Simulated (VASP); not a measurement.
# Sn (Fd-3m) in VASP: single point with PBE

Aim: the single point of Sn with PBE.

Program: VASP 6.6.1. These are calculated values, not measurements. Logs are shortened: lines on timing, memory, paths and dates and some standing lists are left out, and cuts for length are marked.

## Step 1: The cell of the first run

Symmetry: Fd-3m, No. 227, cubic system. Conventional cell: a = 6.491 Å, b = 6.491 Å, c = 6.491 Å, α = 90.00°, β = 90.00°, γ = 90.00°. Within 3.7 Å of Sn (site symmetry -43m) lie 4 Sn at 2.81 Å.

This isn't the form of Sn at room conditions, which is tetragonal (white tin).

## Step 2: Single point, PBE, non-collinear spin, zero start, spin-orbit coupling

The input, INCAR:

```
SYSTEM = Sn
  PREC = Accurate
  ENCUT = 520
  EDIFF = 1E-6
  ISMEAR = -1
  SIGMA = 0.05
  LREAL = .FALSE.
  LASPH = .TRUE.
  NELM = 150
  ALGO = Normal
  ISIF = 2
  LWAVE = .FALSE.
  LCHARG = .TRUE.
  MAGMOM = 0 0 0 0 0 0
  LORBIT = 11
  LSORBIT = .TRUE.
  GGA_COMPAT = .FALSE.
  LORBMOM = .TRUE.
  GGA = PE
  LVHAR = .TRUE.
  NBANDS = 40
```

The input, KPOINTS:

```
regular mesh
0
G
  11 11 11
  0 0 0
```

The input, POSCAR:

```
Sn
1.0
    0.0000000000      3.2456000000      3.2456000000
    3.2456000000      0.0000000000      3.2456000000
    3.2456000000      3.2456000000      0.0000000000
Sn
2
Direct
    0.5000000000      0.5000000000      0.5000000000
    0.7500000000      0.7500000000      0.7500000000
```

Potentials or basis: VASP PAW PBE potentials, release 64 (Sn_d).

On the command line:

```bash
> cat potpaw_PBE.64/Sn_d/POTCAR > POTCAR
> mpirun -np 1 vasp_ncl > vasp.out
```

OUTCAR:

```text
SYSTEM = Sn
   PREC = Accurate
   ENCUT = 520
   EDIFF = 1E-6
   ISMEAR = -1
   LREAL = .FALSE.
   LASPH = .TRUE.
   NELM = 150
   ISIF = 2
   LORBIT = 11
   LSORBIT = .TRUE.
   GGA = PE

 ion  position               nearest neighbor table
   1  0.500  0.500  0.500-   2 2.81   2 2.81   2 2.81   2 2.81
   2  0.750  0.750  0.750-   1 2.81   1 2.81   1 2.81   1 2.81

  LATTYP: Found a face centered cubic cell.
 ALAT       =     6.4912000000

  Lattice vectors:

 A1 = (   0.0000000000,   3.2456000000,   3.2456000000)
 A2 = (   3.2456000000,   0.0000000000,   3.2456000000)
 A3 = (   3.2456000000,   3.2456000000,   0.0000000000)

Analysis of symmetry for initial positions (statically):
=====================================================================
 Subroutine PRICEL returns:
 Original cell was already a primitive cell.

 Routine SETGRP: Setting up the symmetry group for a
 face centered cubic supercell.

 Subroutine GETGRP returns: Found 48 space group operations
 (whereof 24 operations were pure point group operations)
 out of a pool of 48 trial point group operations.

The static configuration has the point symmetry T_d .
 The point group associated with its full space group is O_h .

Analysis of symmetry for dynamics (positions and initial velocities):
=====================================================================
 Subroutine PRICEL returns:
 Original cell was already a primitive cell.

 Routine SETGRP: Setting up the symmetry group for a
 face centered cubic supercell.

 Subroutine GETGRP returns: Found 48 space group operations
 (whereof 24 operations were pure point group operations)
 out of a pool of 48 trial point group operations.

The dynamic configuration has the point symmetry T_d .
 The point group associated with its full space group is O_h .

Analysis of structural, dynamic, and magnetic symmetry:
=====================================================================
 Subroutine PRICEL returns:
 Original cell was already a primitive cell.

 Routine SETGRP: Setting up the symmetry group for a
 face centered cubic supercell.

 Subroutine GETGRP returns: Found 48 space group operations
 (whereof 24 operations were pure point group operations)
 out of a pool of 48 trial point group operations.

The overall configuration has the point symmetry T_d .
 The point group associated with its full space group is O_h .

 Subroutine INISYM returns: Found 48 space group operations
 (whereof 24 operations are pure point group operations),
 and found     1 'primitive' translations

----------------------------------------------------------------------------------------

                                     Primitive cell

  volume of cell :      68.3778

  direct lattice vectors                    reciprocal lattice vectors
     0.000000000  3.245600000  3.245600000    -0.154054720  0.154054720  0.154054720
     3.245600000  0.000000000  3.245600000     0.154054720 -0.154054720  0.154054720
     3.245600000  3.245600000  0.000000000     0.154054720  0.154054720 -0.154054720

  length of vectors
     4.589971538  4.589971538  4.589971538     0.266830603  0.266830603  0.266830603

  position of ions in fractional coordinates (direct lattice)
     0.500000000  0.500000000  0.500000000
     0.750000000  0.750000000  0.750000000

  ion indices of the primitive-cell ions
   primitive index   ion index
                 1           1
                 2           2

----------------------------------------------------------------------------------------

 KPOINTS: regular mesh

Automatic generation of k-mesh.
 Grid dimensions read from file:
 generate k-points for:   11   11   11

 Generating k-lattice:

  Cartesian coordinates                     Fractional coordinates (reciprocal lattice)
    -0.014004975  0.014004975  0.014004975     0.090909091  0.000000000  0.000000000
     0.014004975 -0.014004975  0.014004975     0.000000000  0.090909091  0.000000000
     0.014004975  0.014004975 -0.014004975     0.000000000  0.000000000  0.090909091

  Length of vectors
     0.024257328  0.024257328  0.024257328

  Shift w.r.t. Gamma in fractional coordinates (k-lattice)
     0.000000000  0.000000000  0.000000000

 Subroutine IBZKPT returns following result:
 ===========================================

 Found     56 irreducible k-points:

 Following reciprocal coordinates:
            Coordinates               Weight
  0.000000  0.000000  0.000000      1.000000
  0.090909  0.000000  0.000000      8.000000
  0.181818  0.000000  0.000000      8.000000
  0.272727  0.000000  0.000000      8.000000
  0.363636  0.000000  0.000000      8.000000
  0.454545  0.000000  0.000000      8.000000
[... 47 lines left out ...]
   PSTRESS=    0.0 pullay stress
   NELECT =      28.0000    total number of electrons
   NUPDOWN=      -1.0000    fix difference up-down
   EMIN   =  10.00;   EMAX   =-10.00  energy-range for DOS
   EFERMI =   0.00;   METHOD = LEGACY
   ISMEAR =    -1;   SIGMA  =   0.05  broadening in eV -4-tet -1-fermi 0-gaus
   EFERMI_NEDOS =   21; number of points for ismear=-14 and -15
   IALGO  =     38    algorithm
   IMIX   =      4    mixing-type and parameters
     AMIX     =   0.40;   BMIX     =  1.00
     AMIX_MAG =   1.60;   BMIX_MAG =  1.00
  volume/ion in A,a.u.               =      34.19       230.72
  Fermi-wavevector in a.u.,A,eV,Ry     =   1.215689  2.297319 20.108049  1.477900
  Thomas-Fermi vector in A             =   2.351068
   LORBIT       =     11    0 simple, 1 ext, 2 COOP (PROOUT), +10 PAW based schemes
   GGA     = PE    functional components
   LHFCALC =     F    Hartree Fock is set to
   AEXX    =    0.0000 exact exchange contribution
   IVDW    =     0    specifies the selected vdW correction
   LEPSILON=     F    determine dielectric tensor
   LRPA    =     F    only Hartree local field effects (RPA)
  energy-cutoff  :      520.00
  volume of cell :       68.38
 maximum number of plane-waves:      3724
 NGX is ok and might be reduce to    36
   NGX = 17   NGY = 17   NGZ = 17

 number of electron      28.0000001 magnetization       0.0000000      0.0000000      0.0000000

 number of electron      28.0000001 magnetization      -0.0000000     -0.0000000     -0.0000000

 number of electron      28.0000001 magnetization      -0.0000000      0.0000000     -0.0000000

 number of electron      28.0000001 magnetization       0.0000000     -0.0000000      0.0000000

 Free energy of the ion-electron system (eV)
  ---------------------------------------------------
  ext. energy  EPLUGINS =         0.00000000
  ---------------------------------------------------
  free energy    TOTEN  =        -7.75731733 eV

  energy without entropy =       -7.75603028  energy(sigma->0) =       -7.75667380

 E-fermi :   5.6898     XC(G=0):  -8.8713

 val. band max:        5.6332886905   @ k =   0.4545   0.0000   0.0000
 cond. band min:       5.7348405396   @ k =   0.3636   0.0000   0.0000
 fundamental gap:      0.1015518492
 Fermi energy:         5.6897851322

 k-point     1 :       0.0000    0.0000    0.0000
  band No.  band energies     occupation
      1     -16.5380      1.00000
      2     -16.5380      1.00000
      3     -16.5380      1.00000
      4     -16.5380      1.00000
      5     -16.4411      1.00000
      6     -16.4411      1.00000
[... 1021 lines left out ...]
     39      13.2225      0.00000
     40      13.2225      0.00000

 [... further k-points ...]

------------------------ aborting loop because EDIFF is reached ----------------------------------------

  FORCE on cell =-STRESS in cart. coord.  units (eV):
  Direction    XX          YY          ZZ          XY          YZ          ZX
  --------------------------------------------------------------------------------------
  -------------------------------------------------------------------------------------
  Total        1.3572708      1.3572708      1.3572708      0.0000000      0.0000000      0.0000000
  in kB       31.8025619     31.8025619     31.8025619      0.0000000      0.0000000      0.0000000
  external PRESSURE =      31.8025619 kB  Pullay stress =       0.0000000 kB

 VOLUME and BASIS-vectors are now :
 -----------------------------------------------------------------------------
  energy-cutoff  :      520.00
  volume of cell :       68.38
      direct lattice vectors                 reciprocal lattice vectors
     0.000000000  3.245600000  3.245600000    -0.154054720  0.154054720  0.154054720
     3.245600000  0.000000000  3.245600000     0.154054720 -0.154054720  0.154054720
     3.245600000  3.245600000  0.000000000     0.154054720  0.154054720 -0.154054720

 POSITION                                       TOTAL-FORCE (eV/Angst)
 -----------------------------------------------------------------------------------
      3.24560      3.24560      3.24560         0.000000      0.000000      0.000000
      4.86840      4.86840      4.86840        -0.000000     -0.000000     -0.000000
 -----------------------------------------------------------------------------------
    total drift:                                0.000000      0.000000      0.000000

  FREE ENERGIE OF THE ION-ELECTRON SYSTEM (eV)
  ---------------------------------------------------
  free  energy   TOTEN  =        -7.7573173284 eV

  energy  without entropy=       -7.7560302795  energy(sigma->0) =       -7.75667380

 orbital moment (x)

 # of ion     p       d       tot
 ----------------------------------------
  1        -0.000   0.000  -0.000
  2        -0.000   0.000  -0.000
 ----------------------------------------
           -0.000   0.000  -0.000

 orbital moment (y)

 # of ion     p       d       tot
 ----------------------------------------
  1         0.000   0.000   0.000
  2         0.000  -0.000   0.000
 ----------------------------------------
            0.000   0.000   0.000

 orbital moment (z)

 # of ion     p       d       tot
 ----------------------------------------
  1         0.000   0.000   0.000
  2         0.000  -0.000  -0.000
 ----------------------------------------
            0.000  -0.000  -0.000

 Spin-Orbit-Coupling matrix elements

 Ion:    1  E_soc:     -0.1149576
 l=   1
     0.0000000    -0.0129325    -0.0129325
    -0.0129325     0.0000000    -0.0129325
    -0.0129325    -0.0129325     0.0000000
 l=   2
     0.0000000    -0.0012399     0.0000000    -0.0012399    -0.0049873
    -0.0012399     0.0000000    -0.0037404    -0.0012399    -0.0012468
     0.0000000    -0.0037404     0.0000000    -0.0037404     0.0000000
    -0.0012399    -0.0012399    -0.0037404     0.0000000    -0.0012468
    -0.0049873    -0.0012468     0.0000000    -0.0012468     0.0000000
 l=   3
     0.0000000     0.0000000     0.0000000     0.0000000     0.0000000     0.0000000     0.0000000
     0.0000000     0.0000000     0.0000000     0.0000000     0.0000000     0.0000000     0.0000000
     0.0000000     0.0000000     0.0000000     0.0000000     0.0000000     0.0000000     0.0000000
     0.0000000     0.0000000     0.0000000     0.0000000     0.0000000     0.0000000     0.0000000
     0.0000000     0.0000000     0.0000000     0.0000000     0.0000000     0.0000000     0.0000000
     0.0000000     0.0000000     0.0000000     0.0000000     0.0000000     0.0000000     0.0000000
     0.0000000     0.0000000     0.0000000     0.0000000     0.0000000     0.0000000     0.0000000

 Ion:    2  E_soc:     -0.1149576
 l=   1
     0.0000000    -0.0129325    -0.0129325
    -0.0129325     0.0000000    -0.0129325
    -0.0129325    -0.0129325     0.0000000
 l=   2
     0.0000000    -0.0012399     0.0000000    -0.0012399    -0.0049873
    -0.0012399     0.0000000    -0.0037404    -0.0012399    -0.0012468
     0.0000000    -0.0037404     0.0000000    -0.0037404     0.0000000
    -0.0012399    -0.0012399    -0.0037404     0.0000000    -0.0012468
    -0.0049873    -0.0012468     0.0000000    -0.0012468     0.0000000
 l=   3
     0.0000000     0.0000000     0.0000000     0.0000000     0.0000000     0.0000000     0.0000000
     0.0000000     0.0000000     0.0000000     0.0000000     0.0000000     0.0000000     0.0000000
     0.0000000     0.0000000     0.0000000     0.0000000     0.0000000     0.0000000     0.0000000
     0.0000000     0.0000000     0.0000000     0.0000000     0.0000000     0.0000000     0.0000000
     0.0000000     0.0000000     0.0000000     0.0000000     0.0000000     0.0000000     0.0000000
     0.0000000     0.0000000     0.0000000     0.0000000     0.0000000     0.0000000     0.0000000
     0.0000000     0.0000000     0.0000000     0.0000000     0.0000000     0.0000000     0.0000000

 total charge

# of ion       s       p       d       tot
------------------------------------------
    1        1.166   1.216   9.969  12.351
    2        1.166   1.216   9.969  12.351
--------------------------------------------------
tot          2.332   2.433  19.938  24.702

 magnetization (x)

# of ion       s       p       d       tot
------------------------------------------
    1       -0.000  -0.000   0.000  -0.000
    2       -0.000  -0.000   0.000  -0.000
--------------------------------------------------
tot         -0.000  -0.000   0.000  -0.000

 magnetization (y)

# of ion       s       p       d       tot
------------------------------------------
    1       -0.000  -0.000  -0.000  -0.000
    2       -0.000  -0.000  -0.000  -0.000
--------------------------------------------------
tot         -0.000  -0.000  -0.000  -0.000

 magnetization (z)

# of ion       s       p       d       tot
------------------------------------------
    1        0.000  -0.000   0.000  -0.000
    2        0.000  -0.000  -0.000  -0.000
--------------------------------------------------
tot          0.000  -0.000   0.000  -0.000
```

It took 7.9 min on 1 thread of Intel Xeon 8259CL, shared host; peak memory 0.49 GiB.

Results:

```yaml
Free_energy: -7.7573 eV
Pressure: 3.2 GPa
Net_moment: 0.00 μB per cell
Valence_electrons_inside_the_program's_atomic_spheres: Sn 12.35
```

Moments on the atoms (μB; x, y, z):
```
Sn  0.00 0.00 0.00
Sn  0.00 0.00 0.00
```

Caveat: the cell stands under pressure.
